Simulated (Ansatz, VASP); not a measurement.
Rh: VASP beside Ansatz

```
CELL_PARAMETERS angstrom
2.69187 0.00000 0.00000
-1.34593 2.33123 0.00000
0.00000 0.00000 4.33600
ATOMIC_POSITIONS crystal
Rh 0.66667 0.33333 0.75000
Rh 0.33333 0.66667 0.25000
```

Alike in both runs: functional PBEsol; k mesh 14 × 14 × 8; occupations fermi-dirac, width 0.15 eV; no spin polarisation.

Ansatz relaxed the structure, and its values are those at the end. VASP's run is a single point on that final structure, the one shown.

|  | VASP | Ansatz |
| --- | --- | --- |
| version | VASP 6.6.1 | Ansatz 0.2.0 |
| potentials or method | VASP PAW PBE potentials, release 64 (Rh_pv), cutoff 520 eV | plane waves, PAW |
| valence electrons in the cell | 30 | 34 |

VASP gave:

- pressure (GPa): -0.1

**Question.** Estimate Ansatz's values.

**Answer.** Pressure (GPa): 0.0.

VASP's potentials were made for PBE, not for PBEsol. With one functional, cell and mesh, what is left measures potentials, basis and numerics. VASP's potentials hold 30 valence electrons a cell and Ansatz's 34, so a difference there can come from the potentials and not from the codes.
